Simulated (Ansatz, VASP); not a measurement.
# AlCu3: VASP beside Ansatz

The input POSCAR:

```
AlCu3
1.0
    0.0000000000      2.8614708121      2.8614708121
    2.8614708121      0.0000000000      2.8614708121
    2.8614708121      2.8614708121      0.0000000000
Al Cu
1 3
Direct
    0.0000000000      0.0000000000      0.0000000000
    0.5000000000      0.5000000000      0.5000000000
    0.2500000000      0.2500000000      0.2500000000
    0.7500000000      0.7500000000      0.7500000000
```

INCAR.step1

```
  ALGO = Normal
  EDIFF = 1E-4
  ENCUT = 520
  GGA = PE
  ISMEAR = 0
  LASPH = True
  LCHARG = False
  LREAL = False
  LWAVE = True
  NBANDS = 26
  NELM = 100
  PREC = Accurate
  SIGMA = 0.1
```

File INCAR.step2:

```
  ALGO = Normal
  EDIFF = 1E-6
  ENCUT = 520
  ISIF = 2
  ISMEAR = 0
  ISTART = 1
  LASPH = True
  LCHARG = False
  LMIXTAU = True
  LREAL = False
  LWAVE = False
  METAGGA = R2SCAN
  NBANDS = 26
  NELM = 100
  PREC = Accurate
  SIGMA = 0.1
```

The input KPOINTS:

```
k-points
0
Gamma
  12 12 12
```

Input for Ansatz:

```yaml
crystal:
  lattice:
    - [0.0, 2.8614708121, 2.8614708121]
    - [2.8614708121, 0.0, 2.8614708121]
    - [2.8614708121, 2.8614708121, 0.0]
  atoms:
    - { symbol: Al, position: [0.0, 0.0, 0.0] }
    - { symbol: Cu, position: [0.5, 0.5, 0.5] }
    - { symbol: Cu, position: [0.25, 0.25, 0.25] }
    - { symbol: Cu, position: [0.75, 0.75, 0.75] }
basis:
  ecutwfc: 500
kpoints:
  mp_grid: { grid: [12, 12, 12] }
hamiltonian:
  xc: r2scan
scf:
  occupations: { method: gaussian, width: 0.1 }
output:
  forces: true
  stress: true
  eigenvalues: true
```

Alike in both runs: task single point; functional r2SCAN; k mesh 12 × 12 × 12; occupations gaussian, width 0.1 eV; no spin polarisation.

```csv
,VASP,Ansatz
version,VASP 6.6.1,Ansatz 0.2.0
potentials or method,"VASP PAW PBE potentials, release 64 (Al, Cu), cutoff 520 eV","scalar-relativistic, plane waves, PAW"
valence electrons in the cell,36,60
```

Ansatz gave:

```
gap on the k mesh at the Fermi level (eV) : none
pressure (GPa)                            : 4.9
```

Problem. What did VASP give for the same quantities?

Solution. gap on the k mesh at the Fermi level (eV): none; pressure (GPa): 5.0.

VASP's potentials were made for PBE, not for r2SCAN. A gap of «none» marks a metal or a gap that the smearing closes. The functional is the same, so the differences come from potentials, cutoffs and numerics. VASP's potentials hold 36 valence electrons a cell and Ansatz's 60, so a difference there can come from the potentials and not from the codes.
